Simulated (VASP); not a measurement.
Input of a VASP 6.6.1 run:

The input INCAR:

```
PREC = Accurate ; ENCUT = 520
EDIFF = 1E-7 ; ISMEAR = -1
SIGMA = 0.1 ; LREAL = F
LASPH = T ; NELM = 60
ALGO = Normal ; ISIF = 2
LWAVE = F ; LCHARG = T
GGA = PE ; LELF = T
LVHAR = T ; NBANDS = 10
```

KPOINTS

```
Automatic mesh
0
Gamma
  10 10 10
```

The input POSCAR:

```
Re
1.0
    0.0000000000      1.9913230543      1.9913230543
    1.9913230543      0.0000000000      1.9913230543
    1.9913230543      1.9913230543      0.0000000000
Re
1
Direct
    0.0000000000      0.0000000000      0.0000000000
```

Potentials or basis: VASP PAW PBE potentials, release 64 (Re).

Run with:

```sh
$ cat potpaw_PBE.64/Re/POTCAR > POTCAR
$ mpirun -np 1 vasp_std > vasp.out
```

(1) Predict the pressure.

Results:

(1) -17.4 GPa.
